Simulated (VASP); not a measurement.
# Si (I4_1/amd) in VASP: further runs

Runs on Si. Level: LDA. Tasks: single point.

All numbers are computed with VASP 6.6.1; they aren't measurements. Logs are shortened: lines on timing, memory, paths and dates and some standing lists are left out, and cuts for length are marked.

## Step 1: The cell of the first run

The structure is tetragonal, space group I4_1/amd (No. 141). Conventional cell: a = 3.840 Å, b = 3.840 Å, c = 5.295 Å, α = 90.00°, β = 90.00°, γ = 90.00°. Within 3.1 Å of Si (site symmetry -4m2) lie 4 Si at 2.33 Å.

## Step 2: Single point, LDA (strain -0.0250 x Voigt [0, 0, 1, 0, 0, 0])

Input file INCAR:

```
SYSTEM = Si
PREC = Accurate
ENCUT = 520
EDIFF = 1E-7
ISMEAR = 0
SIGMA = 0.05
LREAL = .FALSE.
LASPH = .TRUE.
NELM = 100
ALGO = Normal
ISIF = 2
LWAVE = .FALSE.
LCHARG = .FALSE.
NBANDS = 11
```

Input file KPOINTS:

```
regular mesh
0
G
  12 12 12
  0 0 0
```

Input file POSCAR:

```
Si
1.0
    0.0000000000      2.7154700000      2.6475832500
    2.7154700000      0.0000000000      2.6475832500
    2.7154700000      2.7154700000      0.0000000000
Si
2
Direct
    0.5000000000      0.5000000000      0.5000000000
    0.7500000000      0.7500000000      0.7500000000
```

Potentials or basis: VASP PAW LDA potentials, release 64 (Si).

The run is started by

```
> cat potpaw_LDA.64/Si/POTCAR > POTCAR
> mpirun -np 1 vasp_std > vasp.out
```

OUTCAR:

```text
SYSTEM = Si
   PREC = Accurate
   ENCUT = 520
   EDIFF = 1E-7
   ISMEAR = 0
   LREAL = .FALSE.
   LASPH = .TRUE.
   NELM = 100
   ISIF = 2

 ion  position               nearest neighbor table
   1  0.500  0.500  0.500-   2 2.33   2 2.33   2 2.33   2 2.33
   2  0.750  0.750  0.750-   1 2.33   1 2.33   1 2.33   1 2.33

  LATTYP: Found a body centered tetragonal cell.
 ALAT       =     3.8402545022
 C/A-ratio  =     1.3788582233

  Lattice vectors:

 A1 = (   0.0000000000,  -2.7154700000,  -2.6475832500)
 A2 = (   0.0000000000,   2.7154700000,  -2.6475832500)
 A3 = (   2.7154700000,   0.0000000000,   2.6475832500)

Analysis of symmetry for initial positions (statically):
=====================================================================
 Subroutine PRICEL returns:
 Original cell was already a primitive cell.

 Routine SETGRP: Setting up the symmetry group for a
 body centered tetragonal supercell.

 Subroutine GETGRP returns: Found 16 space group operations
 (whereof  8 operations were pure point group operations)
 out of a pool of 16 trial point group operations.

The static configuration has the point symmetry D_2d.
 The point group associated with its full space group is D_4h.

Analysis of symmetry for dynamics (positions and initial velocities):
=====================================================================
 Subroutine PRICEL returns:
 Original cell was already a primitive cell.

 Routine SETGRP: Setting up the symmetry group for a
 body centered tetragonal supercell.

 Subroutine GETGRP returns: Found 16 space group operations
 (whereof  8 operations were pure point group operations)
 out of a pool of 16 trial point group operations.

The dynamic configuration has the point symmetry D_2d.
 The point group associated with its full space group is D_4h.

 Subroutine INISYM returns: Found 16 space group operations
 (whereof  8 operations are pure point group operations),
 and found     1 'primitive' translations

----------------------------------------------------------------------------------------

                                     Primitive cell

  volume of cell :      39.0454

  direct lattice vectors                    reciprocal lattice vectors
     0.000000000  2.715470000  2.647583250    -0.184130187  0.184130187  0.188851474
     2.715470000  0.000000000  2.647583250     0.184130187 -0.184130187  0.188851474
     2.715470000  2.715470000  0.000000000     0.184130187  0.184130187 -0.188851474

  length of vectors
     3.792555126  3.792555126  3.840254502     0.321671776  0.321671776  0.321671776

  position of ions in fractional coordinates (direct lattice)
     0.500000000  0.500000000  0.500000000
[... 83 lines left out ...]
   NFREE  =      0    steps in history (QN), initial steepest desc. (CG)
   ISIF   =      2    stress and relaxation
   ISYM   =      2    0-nonsym 1-usesym 2-fastsym
   POTIM  = 0.5000    time-step for ionic-motion
   TEBEG  =    0.0;   TEEND  =   0.0 temperature during run
   PSTRESS=    0.0 pullay stress
   NELECT =       8.0000    total number of electrons
   NUPDOWN=      -1.0000    fix difference up-down
   EMIN   =  10.00;   EMAX   =-10.00  energy-range for DOS
   EFERMI =   0.00;   METHOD = LEGACY
   ISMEAR =     0;   SIGMA  =   0.05  broadening in eV -4-tet -1-fermi 0-gaus
   EFERMI_NEDOS =   21; number of points for ismear=-14 and -15
   IALGO  =     38    algorithm
   IMIX   =      4    mixing-type and parameters
     AMIX     =   0.40;   BMIX     =  1.00
     AMIX_MAG =   1.60;   BMIX_MAG =  1.00
  volume/ion in A,a.u.               =      19.52       131.75
  Fermi-wavevector in a.u.,A,eV,Ry     =   0.965121  1.823814 12.673254  0.931458
  Thomas-Fermi vector in A             =   2.094810
   LORBIT       =      0    0 simple, 1 ext, 2 COOP (PROOUT), +10 PAW based schemes
   GGA     = CA    functional components
   LHFCALC =     F    Hartree Fock is set to
   AEXX    =    0.0000 exact exchange contribution
   IVDW    =     0    specifies the selected vdW correction
   LEPSILON=     F    determine dielectric tensor
   LRPA    =     F    only Hartree local field effects (RPA)
 non-spin polarized calculation
 Gauss-broadening in eV      SIGMA  =   0.05
  energy-cutoff  :      520.00
  volume of cell :       39.05
 maximum number of plane-waves:      1070
   NGX = 15   NGY = 15   NGZ = 15

 number of electron       8.0000000 magnetization

 Free energy of the ion-electron system (eV)
  ---------------------------------------------------
  ext. energy  EPLUGINS =         0.00000000
  ---------------------------------------------------
  free energy    TOTEN  =       -11.91369533 eV

  energy without entropy =      -11.91369151  energy(sigma->0) =      -11.91369342

 E-fermi :   6.2204     XC(G=0):  -9.7013

 val. band max:        6.1463814375   @ k =   0.0000   0.0000   0.0000
 cond. band min:       6.3040049351   @ k =   0.4167   0.4167   0.0000
 fundamental gap:      0.1576234976
 Fermi energy:         6.2204398080

 k-point     1 :       0.0000    0.0000    0.0000
  band No.  band energies     occupation
      1      -6.1005      2.00000
      2       5.9729      2.00000
      3       5.9729      2.00000
      4       6.1464      1.96380
      5       8.5079      0.00000
      6       8.5982      0.00000
      7       8.5982      0.00000
      8       9.5219      0.00000
      9      13.5389      0.00000
     10      13.8167      0.00000
     11      13.9958      0.00000
[... 309 lines left out ...]
 k-point    24 :      -0.4167    0.1667    0.0000
  band No.  band energies     occupation
      1      -3.4243      2.00000
      2      -0.8287      2.00000
      3       3.0820      2.00000
      4       4.2750      2.00000
      5       8.0010      0.00000
      6      10.1992      0.00000
      7      10.3198      0.00000
      8      13.7859      0.00000
      9      14.6281      0.00000
     10      14.8787      0.00000
     11      17.3151      0.00000

 [... further k-points ...]
[... 5 lines left out ...]
  --------------------------------------------------------------------------------------
  -------------------------------------------------------------------------------------
  Total        0.0393252      0.0393252      0.6086114      0.0000000      0.0000000      0.0000000
  in kB        1.6136584      1.6136584     24.9735939      0.0000000      0.0000000      0.0000000
  external PRESSURE =       9.4003035 kB  Pullay stress =       0.0000000 kB

 VOLUME and BASIS-vectors are now :
 -----------------------------------------------------------------------------
  energy-cutoff  :      520.00
  volume of cell :       39.05
      direct lattice vectors                 reciprocal lattice vectors
     0.000000000  2.715470000  2.647583250    -0.184130187  0.184130187  0.188851474
     2.715470000  0.000000000  2.647583250     0.184130187 -0.184130187  0.188851474
     2.715470000  2.715470000  0.000000000     0.184130187  0.184130187 -0.188851474

 POSITION                                       TOTAL-FORCE (eV/Angst)
 -----------------------------------------------------------------------------------
      2.71547      2.71547      2.64758         0.000000      0.000000     -0.000000
      4.07320      4.07320      3.97137         0.000000      0.000000      0.000000
 -----------------------------------------------------------------------------------
    total drift:                                0.000000      0.000000     -0.000000

  FREE ENERGIE OF THE ION-ELECTRON SYSTEM (eV)
  ---------------------------------------------------
  free  energy   TOTEN  =       -11.9136953298 eV

  energy  without entropy=      -11.9136915109  energy(sigma->0) =      -11.91369342
```

stdout:

```text
POSCAR found type information on POSCAR Si
 POSCAR found :  1 types and       2 ions
 scaLAPACK will be used
 LDA part: xc-table for (Slater(with rela. corr.)+CA(PZ))
 , standard interpolation
 POSCAR, INCAR and KPOINTS ok, starting setup
 FFT: planning ... GRIDC
 FFT: planning ... GRID_SOFT
 FFT: planning ... GRID
 WAVECAR not read
 entering main loop
```

Wall time 32 s (1 thread of AMD EPYC 9R45 (Zen 5), shared host); peak memory 0.14 GiB.

Results:

* Free energy: -11.9137 eV
* Pressure: 0.9 GPa
* Band gap on the k mesh: 0.16 eV, indirect (least direct gap 2.36 eV)

Caveat: the cell differs from its parent crystal (strain -0.0250 x Voigt [0, 0, 1, 0, 0, 0]).

## Step 3: Single point, LDA (strain +0.0250 x Voigt [0, 0, 1, 0, 0, 0])

Input file INCAR:

```
PREC = Accurate
ENCUT = 520
EDIFF = 1E-7
ISMEAR = 0
SIGMA = 0.05
LREAL = F
LASPH = T
NELM = 60
ALGO = Normal
ISIF = 2
LWAVE = F
LCHARG = T
GGA = CA
LELF = T
LVHAR = T
NBANDS = 11
```

Input file KPOINTS:

```
regular mesh
0
Gamma
  12 12 12
```

Input file POSCAR:

```
Si
1.0
    0.0000000000      2.7154700000      2.7833567500
    2.7154700000      0.0000000000      2.7833567500
    2.7154700000      2.7154700000      0.0000000000
Si
2
Direct
    0.5000000000      0.5000000000      0.5000000000
    0.7500000000      0.7500000000      0.7500000000
```

Potentials or basis: VASP PAW LDA potentials, release 64 (Si).

The run is started by

```
> cat potpaw_LDA.64/Si/POTCAR > POTCAR
> mpirun -np 1 vasp_std > vasp.out
```

Wall time 38 s (1 thread of AMD EPYC 9R45 (Zen 5), shared host); peak memory 0.15 GiB.

Results (log left out):

```yaml
Free_energy: -11.8960 eV
Pressure: -3.6 GPa
Band_gap_on_the_k_mesh: 0.38 eV, indirect (least direct gap 2.38 eV)
```

Stress tensor (GPa, compression positive):
```
-2.76  0.00  0.00
 0.00 -2.76  0.00
 0.00  0.00 -5.23
```

Levels at points of the mesh, in eV from the valence-band top:
| k point | band 1 | band 2 | band 3 | band 4 | band 5 | band 6 | band 7 | band 8 | band 9 |
| --- | --- | --- | --- | --- | --- | --- | --- | --- | --- |
| (0.00, 0.00, 0.00) | -11.85 | -0.18 | 0.00 | 0.00 | 2.43 | 2.43 | 2.52 | 2.86 | 7.43 |
| (0.50, 0.00, 0.00) | -9.57 | -6.94 | -1.35 | -1.12 | 1.26 | 3.17 | 3.33 | 7.43 | 10.27 |
| (0.50, 0.50, 0.00) | -7.89 | -7.89 | -2.72 | -2.72 | 0.72 | 0.72 | 9.72 | 9.72 | 10.73 |
| (0.50, 0.00, 0.50) | -7.75 | -7.75 | -2.91 | -2.91 | 0.53 | 0.53 | 9.62 | 9.62 | 10.89 |

Caveat: the cell differs from its parent crystal (strain +0.0250 x Voigt [0, 0, 1, 0, 0, 0]).

## Step 4: Single point, LDA (strain +0.0500 x Voigt [0, 0, 1, 0, 0, 0])

Input file INCAR:

```
PREC = Accurate
ENCUT = 520
EDIFF = 1E-6
ISMEAR = 0
SIGMA = 0.05
LREAL = F
LASPH = T
NELM = 80
ALGO = Normal
ISIF = 2
LWAVE = F
LCHARG = F
GGA = CA
NBANDS = 11
```

Input file KPOINTS:

```
Automatic mesh
0
Gamma
  12 12 12
```

Input file POSCAR:

```
Si
1.0
    0.0000000000      2.7154700000      2.8512435000
    2.7154700000      0.0000000000      2.8512435000
    2.7154700000      2.7154700000      0.0000000000
Si
2
Direct
    0.5000000000      0.5000000000      0.5000000000
    0.7500000000      0.7500000000      0.7500000000
```

The run is started by

```
> cat potpaw_LDA.64/Si/POTCAR > POTCAR
> mpirun -np 1 vasp_std > vasp.out
```

Run time: 34 s. Hardware: 1 thread of AMD EPYC 9R45 (Zen 5), shared host; peak memory 0.15 GiB.

Results (log left out):

```
Free energy            : -11.8521 eV
Pressure               : -5.5 GPa
Band gap on the k mesh : 0.29 eV, indirect (least direct gap 2.10 eV)
```

Stress tensor (GPa, compression positive):
```
-3.79  0.00  0.00
 0.00 -3.79  0.00
 0.00  0.00 -8.81
```

Levels at points of the mesh, in eV from the valence-band top:
| k point | band 2 | band 3 | band 4 | band 5 | band 6 | band 7 |
| --- | --- | --- | --- | --- | --- | --- |
| (0.00, 0.00, 0.00) | -0.35 | 0.00 | 0.00 | 2.33 | 2.33 | 2.51 |
| (0.50, 0.00, 0.00) | -6.89 | -1.50 | -1.04 | 1.06 | 3.10 | 3.37 |
| (0.50, 0.50, 0.00) | -7.96 | -2.60 | -2.60 | 0.83 | 0.83 | 9.46 |
| (0.50, 0.00, 0.50) | -7.69 | -2.96 | -2.96 | 0.45 | 0.45 | 9.18 |

Caveat: the cell differs from its parent crystal (strain +0.0500 x Voigt [0, 0, 1, 0, 0, 0]). A k mesh can miss the band edges.

## Step 5: Summary

| cell | gap on the mesh (eV) | pressure (GPa) |
| --- | --- | --- |
| a = 3.793, b = 3.793, c = 3.840 Å, angles 59.6, 59.6, 60.8°, 2 atoms | 0.16 | 0.9 |
| a = 3.889, b = 3.889, c = 3.840 Å, angles 60.4, 60.4, 59.2°, 2 atoms | 0.38 | -3.6 |
| a = 3.937, b = 3.937, c = 3.840 Å, angles 60.8, 60.8, 58.4°, 2 atoms | 0.29 | -5.5 |

Alike in all rows: task single point; level LDA; potentials or basis VASP PAW LDA potentials, release 64 (Si); no spin polarisation; k mesh 12 × 12 × 12; cutoff (eV) 520; smearing gaussian 0.05 eV.

Total energies depend on the potentials used, so only differences within one code and one set of settings carry meaning.
